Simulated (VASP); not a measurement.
# InPd in VASP: a series of runs

Runs on InPd. Level: PBEsol. Tasks: single point.

Everything below comes from runs of VASP 6.6.1. Logs are shortened: lines on timing, memory, paths and dates and some standing lists are left out, and cuts for length are marked.

## Step 1: The cell of the first run

The structure is tetragonal, space group P4/mmm (No. 123). The conventional cell has a = 3.322 Å, b = 3.322 Å, c = 3.095 Å, α = 90.00°, β = 90.00°, γ = 90.00°. In (site symmetry 4/mmm) has 8 Pd at 2.81 Å and 6 In at 3.10 to 3.32 Å within 3.7 Å. Pd (site symmetry 4/mmm) has 8 In at 2.81 Å and 6 Pd at 3.10 to 3.32 Å within 3.7 Å.

## Step 2: Single point, PBEsol (the cell strained)

INCAR reads:

```
SYSTEM = InPd
  PREC = Accurate
  ENCUT = 520
  EDIFF = 1E-6
  ISMEAR = 0
  SIGMA = 0.15
  LREAL = .False.
  LASPH = .True.
  NELM = 60
  ALGO = Fast
  ISIF = 2
  LWAVE = .False.
  LCHARG = .False.
  GGA = PS
  NBANDS = 18
```

KPOINTS reads:

```
Automatic mesh
0
Gamma
  14 14 14
  0 0 0
```

POSCAR reads:

```
InPd
1.0
    3.3224374000      0.0000000000      0.0000000000
    0.0000000000      3.3224374000      0.0000000000
    0.0000000000      0.0000000000      3.0950110651
In Pd
1 1
Direct
    0.0000000000      0.0000000000      0.0000000000
    0.5000000000      0.5000000000      0.5000000000
```

Potentials or basis: VASP PAW PBE potentials, release 64 (In_d, Pd).

Run with:

```sh
cat potpaw_PBE.64/In_d/POTCAR potpaw_PBE.64/Pd/POTCAR > POTCAR
mpirun -np 1 vasp_std > vasp.out
```

OUTCAR:

```text
SYSTEM = InPd
   PREC = Accurate
   ENCUT = 520
   EDIFF = 1E-6
   ISMEAR = 0
   LREAL = .False.
   LASPH = .True.
   NELM = 60
   ISIF = 2
   GGA = PS

 ion  position               nearest neighbor table
   1  0.000  0.000  0.000-   2 2.81   2 2.81   2 2.81   2 2.81   2 2.81   2 2.81   2 2.81   2 2.81

   2  0.500  0.500  0.500-   1 2.81   1 2.81   1 2.81   1 2.81   1 2.81   1 2.81   1 2.81   1 2.81

  LATTYP: Found a simple tetragonal cell.
 ALAT       =     3.3224374000
 C/A-ratio  =     0.9315483461

  Lattice vectors:

 A1 = (   3.3224374000,   0.0000000000,   0.0000000000)
 A2 = (   0.0000000000,   3.3224374000,   0.0000000000)
 A3 = (   0.0000000000,   0.0000000000,   3.0950110651)

Analysis of symmetry for initial positions (statically):
=====================================================================
 Subroutine PRICEL returns:
 Original cell was already a primitive cell.

 Routine SETGRP: Setting up the symmetry group for a
 simple tetragonal supercell.

 Subroutine GETGRP returns: Found 16 space group operations
 (whereof 16 operations were pure point group operations)
 out of a pool of 16 trial point group operations.

The static configuration has the point symmetry D_4h.

Analysis of symmetry for dynamics (positions and initial velocities):
=====================================================================
 Subroutine PRICEL returns:
 Original cell was already a primitive cell.

 Routine SETGRP: Setting up the symmetry group for a
 simple tetragonal supercell.

 Subroutine GETGRP returns: Found 16 space group operations
 (whereof 16 operations were pure point group operations)
 out of a pool of 16 trial point group operations.

The dynamic configuration has the point symmetry D_4h.

 Subroutine INISYM returns: Found 16 space group operations
 (whereof 16 operations are pure point group operations),
 and found     1 'primitive' translations

----------------------------------------------------------------------------------------

                                     Primitive cell

  volume of cell :      34.1646

  direct lattice vectors                    reciprocal lattice vectors
     3.322437400  0.000000000  0.000000000     0.300983850  0.000000000  0.000000000
     0.000000000  3.322437400  0.000000000     0.000000000  0.300983850  0.000000000
     0.000000000  0.000000000  3.095011065     0.000000000  0.000000000  0.323100622

  length of vectors
     3.322437400  3.322437400  3.095011065     0.300983850  0.300983850  0.323100622

  position of ions in fractional coordinates (direct lattice)
     0.000000000  0.000000000  0.000000000
     0.500000000  0.500000000  0.500000000

  ion indices of the primitive-cell ions
   primitive index   ion index
                 1           1
                 2           2

----------------------------------------------------------------------------------------

 KPOINTS: Automatic mesh

Automatic generation of k-mesh.
 Grid dimensions read from file:
 generate k-points for:   14   14   14

 Generating k-lattice:

  Cartesian coordinates                     Fractional coordinates (reciprocal lattice)
     0.021498846  0.000000000  0.000000000     0.071428571  0.000000000  0.000000000
     0.000000000  0.021498846  0.000000000     0.000000000  0.071428571  0.000000000
     0.000000000  0.000000000  0.023078616     0.000000000  0.000000000  0.071428571

  Length of vectors
     0.021498846  0.021498846  0.023078616

  Shift w.r.t. Gamma in fractional coordinates (k-lattice)
     0.000000000  0.000000000  0.000000000

 Subroutine IBZKPT returns following result:
 ===========================================

 Found    288 irreducible k-points:

 Following reciprocal coordinates:
            Coordinates               Weight
  0.000000  0.000000  0.000000      1.000000
  0.071429  0.000000  0.000000      4.000000
  0.142857  0.000000  0.000000      4.000000
  0.214286  0.000000  0.000000      4.000000
  0.285714  0.000000  0.000000      4.000000
  0.357143  0.000000  0.000000      4.000000
[... 16 lines left out ...]
  0.285714  0.214286  0.000000      8.000000
  0.357143  0.214286  0.000000      8.000000
 [... further k-points ...]
   k-points           NKPTS =    288   k-points in BZ     NKDIM =    288   number of bands    NBANDS=     18
   number of dos      NEDOS =    301   number of ions     NIONS =      2
   total plane-waves  NPLWV =  18816
   dimension x,y,z NGX =    28 NGY =   28 NGZ =   24
   dimension x,y,z NGXF=    56 NGYF=   56 NGZF=   48
   ions per type =               1   1
   NGX,Y,Z   is equivalent  to a cutoff of  14.01, 14.01, 12.89 a.u.
   NGXF,Y,Z  is equivalent  to a cutoff of  28.02, 28.02, 25.78 a.u.
 SYSTEM =  InPd
   PREC   = accura    normal or accurate (medium, high low for compatibility)
   ISTART =      0    job   : 0-new  1-cont  2-samecut
   ICHARG =      2    charge: 1-file 2-atom 10-const
   ISPIN  =      1    spin polarized calculation?
   LNONCOLLINEAR =      F non collinear calculations
   LSORBIT =      F    spin-orbit coupling
   LASPH  =      T    aspherical Exc in radial PAW
   ENCUT  =  520.0 eV  38.22 Ry    6.18 a.u.   6.18  6.18  5.75*2*pi/ulx,y,z
   NELM   =     60;   NELMIN=  2; NELMDL= -5     # of ELM steps
   EDIFF  = 0.1E-05   stopping-criterion for ELM
   LREAL  =      F    real-space projection
   EDIFFG = 0.1E-04   stopping-criterion for IOM
   NSW    =      0    number of steps for IOM
   IBRION =     -1    ionic relax: 0-MD 1-quasi-New 2-CG
   NFREE  =      0    steps in history (QN), initial steepest desc. (CG)
   ISIF   =      2    stress and relaxation
   ISYM   =      2    0-nonsym 1-usesym 2-fastsym
   POTIM  = 0.5000    time-step for ionic-motion
   TEBEG  =    0.0;   TEEND  =   0.0 temperature during run
   PSTRESS=    0.0 pullay stress
   NELECT =      23.0000    total number of electrons
   NUPDOWN=      -1.0000    fix difference up-down
   EMIN   =  10.00;   EMAX   =-10.00  energy-range for DOS
   EFERMI =   0.00;   METHOD = LEGACY
   ISMEAR =     0;   SIGMA  =   0.15  broadening in eV -4-tet -1-fermi 0-gaus
   EFERMI_NEDOS =   21; number of points for ismear=-14 and -15
   IALGO  =     68    algorithm
   IMIX   =      4    mixing-type and parameters
     AMIX     =   0.40;   BMIX     =  1.00
     AMIX_MAG =   1.60;   BMIX_MAG =  1.00
  volume/ion in A,a.u.               =      17.08       115.28
  Fermi-wavevector in a.u.,A,eV,Ry     =   1.434803  2.711384 28.009751  2.058659
  Thomas-Fermi vector in A             =   2.554171
   LORBIT       =      0    0 simple, 1 ext, 2 COOP (PROOUT), +10 PAW based schemes
   GGA     = PS    functional components
   LHFCALC =     F    Hartree Fock is set to
   AEXX    =    0.0000 exact exchange contribution
   IVDW    =     0    specifies the selected vdW correction
   LEPSILON=     F    determine dielectric tensor
   LRPA    =     F    only Hartree local field effects (RPA)
 non-spin polarized calculation
 RMM-DIIS sequential band-by-band and
 Gauss-broadening in eV      SIGMA  =   0.15
  energy-cutoff  :      520.00
  volume of cell :       34.16
 maximum number of plane-waves:       944
 NGX is ok and might be reduce to    28

 number of electron      22.9999995 magnetization

 Free energy of the ion-electron system (eV)
  ---------------------------------------------------
  ext. energy  EPLUGINS =         0.00000000
  ---------------------------------------------------
  free energy    TOTEN  =        -9.99208084 eV

  energy without entropy =       -9.98363229  energy(sigma->0) =       -9.98785657

 E-fermi :  10.7704     XC(G=0): -12.5449

 val. band max:       10.7635959913   @ k =   0.4286   0.2143   0.3571
 cond. band min:      10.7715124370   @ k =   0.3571   0.3571   0.1429
 fundamental gap:      0.0079164457
 Fermi energy:        10.7703574168

 k-point     1 :       0.0000    0.0000    0.0000
  band No.  band energies     occupation
      1      -4.3104      2.00000
      2      -4.1815      2.00000
      3      -3.8219      2.00000
      4      -3.7644      2.00000
      5      -3.7644      2.00000
      6       0.3818      2.00000
[... 10 lines left out ...]
     17      22.5565      0.00000
     18      26.2880      0.00000

 k-point     2 :       0.0714    0.0000    0.0000
  band No.  band energies     occupation
      1      -4.3052      2.00000
      2      -4.1680      2.00000
      3      -3.8261      2.00000
      4      -3.7686      2.00000
      5      -3.7630      2.00000
      6       0.4612      2.00000
[... 10 lines left out ...]
     17      22.5186      0.00000
     18      26.2464      0.00000

 k-point     3 :       0.1429    0.0000    0.0000
  band No.  band energies     occupation
      1      -4.2923      2.00000
      2      -4.1287      2.00000
      3      -3.8380      2.00000
      4      -3.7803      2.00000
      5      -3.7590      2.00000
      6       0.6987      2.00000
[... 10 lines left out ...]
     17      22.6474      0.00000
     18      25.8365      0.00000

 k-point     4 :       0.2143    0.0000    0.0000
  band No.  band energies     occupation
      1      -4.2763      2.00000
      2      -4.0693      2.00000
      3      -3.8549      2.00000
      4      -3.7971      2.00000
      5      -3.7531      2.00000
      6       1.0923      2.00000
[... 375 lines left out ...]
      4      -3.8095      2.00000
      5      -3.7814      2.00000
      6       1.7633      2.00000
[... 10 lines left out ...]
     17      24.1779      0.00000
     18      25.5675      0.00000

 k-point    23 :       0.2857    0.2143    0.0000
  band No.  band energies     occupation
      1      -4.2173      2.00000
      2      -3.9481      2.00000
      3      -3.9027      2.00000
      4      -3.8258      2.00000
      5      -3.7883      2.00000
      6       2.2619      2.00000
[... 10 lines left out ...]
     17      24.5015      0.00000
     18      25.3229      0.00000

 k-point    24 :       0.3571    0.2143    0.0000
  band No.  band energies     occupation
      1      -4.2040      2.00000
      2      -3.9773      2.00000
      3      -3.8435      2.00000
      4      -3.8425      2.00000
      5      -3.7913      2.00000
      6       2.8614      2.00000
[... 10 lines left out ...]
     17      24.3477      0.00000
     18      25.3369      0.00000

 [... further k-points ...]

------------------------ aborting loop because EDIFF is reached ----------------------------------------

  FORCE on cell =-STRESS in cart. coord.  units (eV):
  Direction    XX          YY          ZZ          XY          YZ          ZX
  --------------------------------------------------------------------------------------
  -------------------------------------------------------------------------------------
  Total       -0.0862910     -0.0862910      0.5011247      0.0000000     -0.0000000      0.0000000
  in kB       -4.0466925     -4.0466925     23.5006899      0.0000000     -0.0000000      0.0000000
  external PRESSURE =       5.1357683 kB  Pullay stress =       0.0000000 kB

 VOLUME and BASIS-vectors are now :
 -----------------------------------------------------------------------------
  energy-cutoff  :      520.00
  volume of cell :       34.16
      direct lattice vectors                 reciprocal lattice vectors
     3.322437400  0.000000000  0.000000000     0.300983850  0.000000000  0.000000000
     0.000000000  3.322437400  0.000000000     0.000000000  0.300983850  0.000000000
     0.000000000  0.000000000  3.095011065     0.000000000  0.000000000  0.323100622

 POSITION                                       TOTAL-FORCE (eV/Angst)
 -----------------------------------------------------------------------------------
      0.00000      0.00000      0.00000         0.000000      0.000000      0.000000
      1.66122      1.66122      1.54751         0.000000      0.000000      0.000000
 -----------------------------------------------------------------------------------
    total drift:                               -0.000000      0.000000      0.000000

  FREE ENERGIE OF THE ION-ELECTRON SYSTEM (eV)
  ---------------------------------------------------
  free  energy   TOTEN  =        -9.9920808377 eV

  energy  without entropy=       -9.9836322941  energy(sigma->0) =       -9.98785657
```

Run time: 80 s. Hardware: 1 thread of Intel Xeon 6975P-C (Granite Rapids), shared host; peak memory 0.3 GiB.

Results:

```
Free energy            : -9.9921 eV
Pressure               : 0.5 GPa
Band gap on the k mesh : zero (an odd number of electrons rules out a gap without spin polarisation)
```

Levels at points of the mesh, in eV from the Fermi level:
```csv
k point,band 9,band 10,band 11,band 12,band 13,band 14,band 15,band 16
"(0.00, 0.00, 0.00)",-2.51,-2.30,-2.30,3.49,3.49,5.55,9.04,10.24
"(0.50, 0.00, 0.00)",-3.59,-3.11,-2.38,-1.44,8.94,9.49,9.97,10.61
"(0.50, 0.50, 0.00)",-2.75,-2.63,-2.63,-1.94,1.21,1.97,10.60,12.10
"(0.00, 0.00, 0.50)",-3.58,-3.58,-2.59,-0.69,9.58,9.58,9.70,10.44
"(0.50, 0.00, 0.50)",-2.84,-2.59,-2.19,-1.72,1.64,2.77,9.09,10.81
"(0.50, 0.50, 0.50)",-1.87,-1.61,-0.04,3.73,3.77,3.77,3.85,4.70
```

Caveat: the cell differs from its parent crystal (the cell strained); the PAW data sets were made with another functional, which shifts forces and pressure a little; spin-orbit coupling is left out, which moves the levels of the heavy elements.

## Step 3: Single point, PBEsol (atoms displaced along a vibrational mode)

INCAR: that of step 2 with these lines changed.

```diff
@@ -8,3 +8,3 @@
   LASPH = .True.
-  NELM = 60
+  NELM = 100
   ALGO = Fast
```

KPOINTS reads:

```
regular mesh
0
Gamma
  14 14 14
  0 0 0
```

POSCAR reads:

```
InPd
1.0
    3.2466286217      0.0000000000      0.0000000000
    0.0000000000      3.2466286217      0.0000000000
    0.0000000000      0.0000000000      3.2466286217
In Pd
1 1
Direct
   -0.0099348178      0.0000000000      0.0000000000
    0.5107188114      0.5000000000      0.5000000000
```

Potentials or basis: VASP PAW PBE potentials, release 64 (In_d, Pd).

Run with:

```sh
cat potpaw_PBE.64/In_d/POTCAR potpaw_PBE.64/Pd/POTCAR > POTCAR
mpirun -np 1 vasp_std > vasp.out
```

Wall time 56 s (1 thread of Intel Xeon 6975P-C (Granite Rapids), shared host); peak memory 0.29 GiB.

The run converged. Its results:

```yaml
Free_energy: -9.9957 eV
Pressure: 0.3 GPa
Largest_force: 0.293 eV/Å
Band_gap_on_the_k_mesh: zero (an odd number of electrons rules out a gap without spin polarisation)
```

Forces on the atoms (eV/Å):
```
In   0.293  0.000  0.000
Pd  -0.293  0.000  0.000
```

Stress tensor (GPa, compression positive):
```
0.17 0.00 0.00
0.00 0.37 0.00
0.00 0.00 0.37
```

Levels at points of the mesh, in eV from the Fermi level:
| k point | band 8 | band 9 | band 10 | band 11 | band 12 | band 13 | band 14 | band 15 | band 16 | band 17 |
| --- | --- | --- | --- | --- | --- | --- | --- | --- | --- | --- |
| (0.00, 0.00, 0.00) | -3.98 | -2.38 | -2.38 | -2.38 | 4.16 | 4.16 | 4.18 | 9.60 | 10.68 | 10.70 |
| (0.50, 0.00, 0.00) | -3.98 | -3.41 | -3.41 | -2.46 | -1.18 | 9.64 | 9.64 | 9.92 | 10.81 | 10.81 |
| (0.00, 0.50, 0.00) | -3.98 | -3.42 | -3.41 | -2.46 | -1.19 | 9.45 | 9.68 | 10.07 | 10.70 | 10.78 |
| (0.50, 0.50, 0.00) | -2.80 | -2.80 | -2.51 | -2.49 | -1.78 | 1.50 | 2.46 | 9.55 | 11.31 | 11.31 |
| (0.00, 0.50, 0.50) | -2.83 | -2.83 | -2.48 | -2.48 | -1.78 | 1.51 | 2.46 | 9.56 | 11.32 | 11.32 |
| (0.50, 0.50, 0.50) | -5.09 | -1.74 | -1.73 | -0.08 | 3.67 | 3.67 | 3.74 | 4.43 | 4.50 | 4.50 |

Caveat: the cell differs from its parent crystal (atoms displaced along a vibrational mode); the PAW data sets were made with another functional, which shifts forces and pressure a little; spin-orbit coupling is left out, which moves the levels of the heavy elements.

## Step 4: Single point, PBEsol

This run uses another cell than the first one, of the same volume but with other edges.

INCAR reads:

```
SYSTEM = InPd
  ALGO = Normal
  EDIFF = 1E-7
  ENCUT = 520
  GGA = PS
  ISIF = 2
  ISMEAR = 0
  LASPH = .TRUE.
  LCHARG = .FALSE.
  LREAL = .FALSE.
  LWAVE = .FALSE.
  NBANDS = 18
  NELM = 60
  PREC = Accurate
  SIGMA = 0.15
```

KPOINTS reads:

```
k-points
0
G
  14 14 14
  0 0 0
```

POSCAR reads:

```
InPd
1.0
    3.2466286217      0.0000000000      0.0000000000
    0.0000000000      3.2466286217      0.0000000000
    0.0000000000      0.0000000000      3.2466286217
In Pd
1 1
Direct
    0.0000000000      0.0000000000      0.0000000000
    0.5000000000      0.5000000000      0.5000000000
```

Run with:

```sh
cat potpaw_PBE.64/In_d/POTCAR potpaw_PBE.64/Pd/POTCAR > POTCAR
mpirun -np 1 vasp_std > vasp.out
```

Run time: 48 s. Hardware: 1 thread of Intel Xeon Platinum 8259CL at 2.50GHz (Skylake/Cascade Lake), shared host; peak memory 0.2 GiB.

Results (log left out):

```yaml
Free_energy: -10.0055 eV
Pressure: 0.2 GPa
Band_gap_on_the_k_mesh: zero (an odd number of electrons rules out a gap without spin polarisation)
```

Levels at points of the mesh, in eV from the Fermi level:
```
           k point  band 8  band 9  band 10  band 11  band 12  band 13  band 14  band 15  band 16  band 17
(0.00, 0.00, 0.00)   -3.98   -2.37    -2.37    -2.37     4.15     4.15     4.15     9.62    10.70    10.70
(0.50, 0.00, 0.00)   -3.98   -3.41    -3.41    -2.46    -1.18     9.67     9.67     9.92    10.78    10.78
(0.50, 0.50, 0.00)   -2.80   -2.80    -2.51    -2.51    -1.77     1.51     2.46     9.53    11.30    11.30
(0.50, 0.50, 0.50)   -5.09   -1.73    -1.73    -0.09     3.73     3.73     3.73     4.43     4.43     4.43
```

Caveat: the PAW data sets were made with another functional, which shifts forces and pressure a little; spin-orbit coupling is left out, which moves the levels of the heavy elements.

## Step 5: Summary

| cell | gap on the mesh (eV) | pressure (GPa) |
| --- | --- | --- |
| a = 3.322, b = 3.322, c = 3.095 Å, 2 atoms, atomic positions A | none | 0.5 |
| a = 3.247 Å, 2 atoms, atomic positions B | none | 0.3 |
| a = 3.247 Å, 2 atoms, atomic positions A | none | 0.2 |

Alike in all rows: task single point; level PBEsol; potentials or basis VASP PAW PBE potentials, release 64 (In_d, Pd); no spin polarisation; k mesh 14 × 14 × 14; cutoff (eV) 520; smearing gaussian 0.15 eV.

Caveats: the PAW data sets were made with another functional, which shifts forces and pressure a little; spin-orbit coupling is left out, which moves the levels of the heavy elements.

Absolute energies hang on the potentials; compare differences alone.
